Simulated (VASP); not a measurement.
# Si2Ge (I4/mmm) in VASP: single point with PBE

Aim: the single point of Si2Ge with PBE.

Everything below comes from runs of VASP 6.6.1. Logs are shortened: lines on timing, memory, paths and dates and some standing lists are left out, and cuts for length are marked.

### Step 1. The cell of the first run

It takes space group I4/mmm (No. 139, tetragonal). Conventional cell: a = 4.772 Å, b = 4.772 Å, c = 5.097 Å, α = 90.00°, β = 90.00°, γ = 90.00°. Si (site symmetry -4m2) has 6 Si at 2.55 to 3.37 Å and 4 Ge at 2.71 Å within 3.4 Å. Within 3.6 Å of Ge (site symmetry 4/mmm) lie 8 Si at 2.71 Å.

### Step 2. Single point, PBE

INCAR reads:

```
SYSTEM = Si2Ge
PREC = Accurate
ENCUT = 500
EDIFF = 1E-6
ISMEAR = 0
SIGMA = 0.2
LREAL = .FALSE.
LASPH = .TRUE.
NELM = 120
ALGO = Normal
ISIF = 2
LWAVE = .FALSE.
LCHARG = .TRUE.
GGA = PE
LELF = .TRUE.
LVHAR = .TRUE.
NBANDS = 18
GGA_COMPAT = .FALSE.
```

KPOINTS reads:

```
regular mesh
0
G
  6 6 6
  0 0 0
```

POSCAR reads:

```
Si2Ge
1.0
   -2.3860699022      2.3860699022      2.5485863939
    2.3860699022     -2.3860699022      2.5485863939
    2.3860699022      2.3860699022     -2.5485863939
Si Ge
2 1
Direct
    0.7500000000      0.2500000000      0.5000000000
    0.2500000000      0.7500000000      0.5000000000
    0.0000000000      0.0000000000      0.0000000000
```

Potentials or basis: VASP PAW PBE potentials, release 64 (Si, Ge_d).

Started as:

```sh
cat potpaw_PBE.64/Si/POTCAR potpaw_PBE.64/Ge_d/POTCAR > POTCAR
mpirun -np 1 vasp_std > vasp.out
```

OUTCAR:

```text
SYSTEM = Si2Ge
   PREC = Accurate
   ENCUT = 500
   EDIFF = 1E-6
   ISMEAR = 0
   LREAL = .FALSE.
   LASPH = .TRUE.
   NELM = 120
   ISIF = 2
   GGA = PE

 ion  position               nearest neighbor table
   1  0.750  0.250  0.500-   2 2.55   2 2.55   3 2.71   3 2.71   3 2.71   3 2.71
   2  0.250  0.750  0.500-   1 2.55   1 2.55   3 2.71   3 2.71   3 2.71   3 2.71
   3  0.000  0.000  0.000-   1 2.71   2 2.71   1 2.71   2 2.71   1 2.71   2 2.71   1 2.71   2 2.71

  LATTYP: Found a body centered tetragonal cell.
 ALAT       =     4.7721398044
 C/A-ratio  =     1.0681105325

  Lattice vectors:

 A1 = (  -2.3860699022,   2.3860699022,   2.5485863939)
 A2 = (   2.3860699022,  -2.3860699022,   2.5485863939)
 A3 = (   2.3860699022,   2.3860699022,  -2.5485863939)

Analysis of symmetry for initial positions (statically):
=====================================================================
 Subroutine PRICEL returns:
 Original cell was already a primitive cell.

 Routine SETGRP: Setting up the symmetry group for a
 body centered tetragonal supercell.

 Subroutine GETGRP returns: Found 16 space group operations
 (whereof 16 operations were pure point group operations)
 out of a pool of 16 trial point group operations.

The static configuration has the point symmetry D_4h.

Analysis of symmetry for dynamics (positions and initial velocities):
=====================================================================
 Subroutine PRICEL returns:
 Original cell was already a primitive cell.

 Routine SETGRP: Setting up the symmetry group for a
 body centered tetragonal supercell.

 Subroutine GETGRP returns: Found 16 space group operations
 (whereof 16 operations were pure point group operations)
 out of a pool of 16 trial point group operations.

The dynamic configuration has the point symmetry D_4h.

 Subroutine INISYM returns: Found 16 space group operations
 (whereof 16 operations are pure point group operations),
 and found     1 'primitive' translations

----------------------------------------------------------------------------------------

                                     Primitive cell

  volume of cell :      58.0398

  direct lattice vectors                    reciprocal lattice vectors
    -2.386069902  2.386069902  2.548586394     0.000000000  0.209549603  0.196187189
     2.386069902 -2.386069902  2.548586394     0.209549603  0.000000000  0.196187189
     2.386069902  2.386069902 -2.548586394     0.209549603  0.209549603  0.000000000

  length of vectors
     4.228705684  4.228705684  4.228705684     0.287054784  0.287054784  0.296347890

  position of ions in fractional coordinates (direct lattice)
     0.750000000  0.250000000  0.500000000
     0.250000000  0.750000000  0.500000000
     0.000000000  0.000000000  0.000000000

  ion indices of the primitive-cell ions
   primitive index   ion index
                 1           1
                 2           2
                 3           3

----------------------------------------------------------------------------------------

 KPOINTS: regular mesh

Automatic generation of k-mesh.
 Grid dimensions read from file:
 generate k-points for:    6    6    6

 Generating k-lattice:

  Cartesian coordinates                     Fractional coordinates (reciprocal lattice)
     0.000000000  0.034924934  0.032697865     0.166666667  0.000000000  0.000000000
     0.034924934  0.000000000  0.032697865     0.000000000  0.166666667  0.000000000
     0.034924934  0.034924934  0.000000000     0.000000000  0.000000000  0.166666667

  Length of vectors
     0.047842464  0.047842464  0.049391315

  Shift w.r.t. Gamma in fractional coordinates (k-lattice)
     0.000000000  0.000000000  0.000000000

 Subroutine IBZKPT returns following result:
 ===========================================

 Found     30 irreducible k-points:

 Following reciprocal coordinates:
            Coordinates               Weight
  0.000000  0.000000  0.000000      1.000000
  0.166667  0.000000  0.000000      8.000000
  0.333333 -0.000000  0.000000      8.000000
  0.500000 -0.000000  0.000000      4.000000
  0.166667  0.166667  0.000000      8.000000
  0.333333  0.166667  0.000000     16.000000
[... 16 lines left out ...]
 -0.333333 -0.333333  0.166667      8.000000
 -0.166667 -0.333333  0.166667      8.000000
 [... further k-points ...]
   k-points           NKPTS =     30   k-points in BZ     NKDIM =     30   number of bands    NBANDS=     18
   number of dos      NEDOS =    301   number of ions     NIONS =      3
   total plane-waves  NPLWV =  32768
   dimension x,y,z NGX =    32 NGY =   32 NGZ =   32
   dimension x,y,z NGXF=    64 NGYF=   64 NGZF=   64
   ions per type =               2   1
   NGX,Y,Z   is equivalent  to a cutoff of  12.58, 12.58, 12.58 a.u.
   NGXF,Y,Z  is equivalent  to a cutoff of  25.16, 25.16, 25.16 a.u.
 SYSTEM =  Si2Ge
   PREC   = accura    normal or accurate (medium, high low for compatibility)
   ISTART =      0    job   : 0-new  1-cont  2-samecut
   ICHARG =      2    charge: 1-file 2-atom 10-const
   ISPIN  =      1    spin polarized calculation?
   LNONCOLLINEAR =      F non collinear calculations
   LSORBIT =      F    spin-orbit coupling
   LASPH  =      T    aspherical Exc in radial PAW
   ENCUT  =  500.0 eV  36.75 Ry    6.06 a.u.   7.71  7.71  7.71*2*pi/ulx,y,z
   NELM   =    120;   NELMIN=  2; NELMDL= -5     # of ELM steps
   EDIFF  = 0.1E-05   stopping-criterion for ELM
   LREAL  =      F    real-space projection
[... 7 lines left out ...]
   TEBEG  =    0.0;   TEEND  =   0.0 temperature during run
   PSTRESS=    0.0 pullay stress
   NELECT =      22.0000    total number of electrons
   NUPDOWN=      -1.0000    fix difference up-down
   EMIN   =  10.00;   EMAX   =-10.00  energy-range for DOS
   EFERMI =   0.00;   METHOD = LEGACY
   ISMEAR =     0;   SIGMA  =   0.20  broadening in eV -4-tet -1-fermi 0-gaus
   EFERMI_NEDOS =   21; number of points for ismear=-14 and -15
   IALGO  =     38    algorithm
   IMIX   =      4    mixing-type and parameters
     AMIX     =   0.40;   BMIX     =  1.00
     AMIX_MAG =   1.60;   BMIX_MAG =  1.00
  volume/ion in A,a.u.               =      19.35       130.56
  Fermi-wavevector in a.u.,A,eV,Ry     =   1.184788  2.238924 19.098793  1.403722
  Thomas-Fermi vector in A             =   2.320995
   LORBIT       =      0    0 simple, 1 ext, 2 COOP (PROOUT), +10 PAW based schemes
   GGA     = PE    functional components
   LHFCALC =     F    Hartree Fock is set to
   AEXX    =    0.0000 exact exchange contribution
   IVDW    =     0    specifies the selected vdW correction
   LEPSILON=     F    determine dielectric tensor
   LRPA    =     F    only Hartree local field effects (RPA)
 non-spin polarized calculation
 Gauss-broadening in eV      SIGMA  =   0.20
  energy-cutoff  :      500.00
  volume of cell :       58.04
 maximum number of plane-waves:      1489
   NGX = 15   NGY = 15   NGZ = 15

 number of electron      22.0000008 magnetization

 Free energy of the ion-electron system (eV)
  ---------------------------------------------------
  ext. energy  EPLUGINS =         0.00000000
  ---------------------------------------------------
  free energy    TOTEN  =       -13.58156774 eV

  energy without entropy =      -13.55274178  energy(sigma->0) =      -13.56715476

 E-fermi :   6.6000     XC(G=0): -10.1928

 val. band max:        6.5637053478   @ k =   0.0000   0.0000   0.0000
 cond. band min:       6.6916922623   @ k =   0.1667   0.1667   0.0000
 fundamental gap:      0.1279869144
 Fermi energy:         6.6000222912

 k-point     1 :       0.0000    0.0000    0.0000
  band No.  band energies     occupation
      1     -18.0898      2.00000
      2     -18.0696      2.00000
      3     -18.0585      2.00000
      4     -18.0585      2.00000
      5     -18.0359      2.00000
      6      -6.3037      2.00000
[... 10 lines left out ...]
     17      10.0215      0.00000
     18      12.0841      0.00000

 k-point     2 :       0.1667    0.0000    0.0000
  band No.  band energies     occupation
      1     -18.0900      2.00000
      2     -18.0692      2.00000
      3     -18.0581      2.00000
      4     -18.0579      2.00000
      5     -18.0361      2.00000
      6      -5.9954      2.00000
[... 10 lines left out ...]
     17      11.4033      0.00000
     18      12.7953      0.00000

 k-point     3 :       0.3333   -0.0000    0.0000
  band No.  band energies     occupation
      1     -18.0905      2.00000
      2     -18.0687      2.00000
      3     -18.0572      2.00000
      4     -18.0563      2.00000
      5     -18.0363      2.00000
      6      -5.1035      2.00000
[... 10 lines left out ...]
     17      12.7671      0.00000
     18      13.5482      0.00000

 k-point     4 :       0.5000   -0.0000    0.0000
  band No.  band energies     occupation
      1     -18.0908      2.00000
      2     -18.0686      2.00000
      3     -18.0567      2.00000
      4     -18.0554      2.00000
      5     -18.0364      2.00000
      6      -4.1446      2.00000
[... 375 lines left out ...]
      4     -18.0550      2.00000
      5     -18.0369      2.00000
      6      -3.8624      2.00000
[... 10 lines left out ...]
     17      13.6536      0.00000
     18      14.2866      0.00000

 k-point    23 :      -0.3333   -0.3333    0.1667
  band No.  band energies     occupation
      1     -18.0925      2.00000
      2     -18.0672      2.00000
      3     -18.0555      2.00000
      4     -18.0548      2.00000
      5     -18.0372      2.00000
      6      -3.8810      2.00000
[... 10 lines left out ...]
     17      14.4236      0.00000
     18      14.9402      0.00000

 k-point    24 :      -0.1667   -0.3333    0.1667
  band No.  band energies     occupation
      1     -18.0919      2.00000
      2     -18.0679      2.00000
      3     -18.0562      2.00000
      4     -18.0559      2.00000
      5     -18.0368      2.00000
      6      -4.8963      2.00000
[... 10 lines left out ...]
     17      13.5890      0.00000
     18      13.9503      0.00000

 [... further k-points ...]

------------------------ aborting loop because EDIFF is reached ----------------------------------------

  FORCE on cell =-STRESS in cart. coord.  units (eV):
  Direction    XX          YY          ZZ          XY          YZ          ZX
  --------------------------------------------------------------------------------------
  -------------------------------------------------------------------------------------
  Total       -0.0209372     -0.0209372      0.0572994      0.0000000      0.0000000      0.0000000
  in kB       -0.5779669     -0.5779669      1.5817399      0.0000000      0.0000000      0.0000000
  external PRESSURE =       0.1419354 kB  Pullay stress =       0.0000000 kB

 VOLUME and BASIS-vectors are now :
 -----------------------------------------------------------------------------
  energy-cutoff  :      500.00
  volume of cell :       58.04
      direct lattice vectors                 reciprocal lattice vectors
    -2.386069902  2.386069902  2.548586394     0.000000000  0.209549603  0.196187189
     2.386069902 -2.386069902  2.548586394     0.209549603  0.000000000  0.196187189
     2.386069902  2.386069902 -2.548586394     0.209549603  0.209549603  0.000000000

 POSITION                                       TOTAL-FORCE (eV/Angst)
 -----------------------------------------------------------------------------------
      0.00000      2.38607      1.27429        -0.000000      0.000000      0.000000
      2.38607      0.00000      1.27429         0.000000     -0.000000      0.000000
      0.00000      0.00000      0.00000         0.000000      0.000000     -0.000000
 -----------------------------------------------------------------------------------
    total drift:                                0.000000     -0.000000     -0.000000

  FREE ENERGIE OF THE ION-ELECTRON SYSTEM (eV)
  ---------------------------------------------------
  free  energy   TOTEN  =       -13.5815677397 eV

  energy  without entropy=      -13.5527417841  energy(sigma->0) =      -13.56715476
```

It took 22 s on 1 thread of Intel Xeon 6975P-C, shared host; peak memory 0.18 GiB.

Results:

* Free energy: -13.5816 eV
* Pressure: 0.0 GPa
* Band gap on the k mesh: zero (band 11 reaches 8.43 eV, above the bottom of band 12 at 6.02 eV)
